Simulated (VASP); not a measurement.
Here is a VASP 6.6.1 calculation.

File INCAR:

```
PREC     = Accurate       # precision mode
ENCUT    = 600            # plane-wave cutoff, eV
EDIFF    = 1E-6           # SCF threshold, eV
ISMEAR   = 0              # smearing method
SIGMA    = 0.05           # smearing width, eV
LREAL    = False          # projectors in reciprocal space
LASPH    = True           # aspherical terms in the spheres
NELM     = 120            # most SCF steps
ALGO     = Normal         # electronic algorithm
ISIF     = 2              # what is computed and relaxed
LWAVE    = False          # write WAVECAR
LCHARG   = False          # write CHGCAR
GGA      = CA             # functional
NBANDS   = 15             # bands
GGA_COMPAT= False
```

KPOINTS

```
regular mesh
0
Gamma
  6 6 6
```

POSCAR

```
YN
1.0
    0.0000000000      2.4105456922      2.4105456922
    2.4105456922      0.0000000000      2.4105456922
    2.4105456922      2.4105456922      0.0000000000
Y N
1 1
Direct
    0.0000000000      0.0000000000      0.0000000000
    0.5000000000      0.5000000000      0.5000000000
```

Potentials or basis: VASP PAW LDA potentials, release 64 (Y_sv, N).

The run is started by

```sh
$ cat potpaw_LDA.64/Y_sv/POTCAR potpaw_LDA.64/N/POTCAR > POTCAR
$ mpirun -np 1 vasp_std > vasp.out
```

Estimate the band gap on the k mesh.

0.01 eV, indirect (least direct gap 0.35 eV).

Estimate the pressure.

0.1 GPa.

A k mesh can miss the band edges.
